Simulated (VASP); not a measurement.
Input of a VASP 6.6.1 run:

Contents of INCAR:

```
SYSTEM = NiO
  ALGO = Normal
  EDIFF = 1E-7
  ENCUT = 520
  GGA = PE
  ISIF = 2
  ISMEAR = 0
  ISPIN = 2
  LASPH = .TRUE.
  LCHARG = .FALSE.
  LMAXMIX = 4
  LORBIT = 11
  LREAL = .FALSE.
  LWAVE = .FALSE.
  MAGMOM = 1.61 0.33
  NBANDS = 19
  NELM = 150
  PREC = Accurate
  SIGMA = 0.15
```

KPOINTS

```
k-points
0
G
  20 20 20
  0 0 0
```

Contents of POSCAR:

```
NiO
1.0
    0.0000000000      1.9867445000      2.0913100000
    1.9867445000      0.0000000000      2.0913100000
    1.9867445000      1.9867445000      0.0000000000
Ni O
1 1
Direct
    0.0000000000      0.0000000000      0.0000000000
    0.5000000000      0.5000000000      0.5000000000
```

Potentials or basis: VASP PAW PBE potentials, release 64 (Ni, O).

Launch:

```bash
$ cat potpaw_PBE.64/Ni/POTCAR potpaw_PBE.64/O/POTCAR > POTCAR
$ mpirun -np 1 vasp_std > vasp.out
```

**Question.** Predict the pressure.

**Answer.** 27.6 GPa.

**Question.** Predict the site moments.

**Answer.** Ni +1.08; O +0.18 μB.

**Question.** Predict the net moment.

**Answer.** 1.28 μB per cell.

Stress tensor (GPa, compression positive):
```
30.87  0.00  0.00
 0.00 30.87  0.00
 0.00  0.00 21.06
```

Caveat: the cell differs from its parent crystal (strain -0.050 along x and y, +0.000 along z); a cell with one magnetic atom can't hold antiferromagnetic order, which such compounds often take.
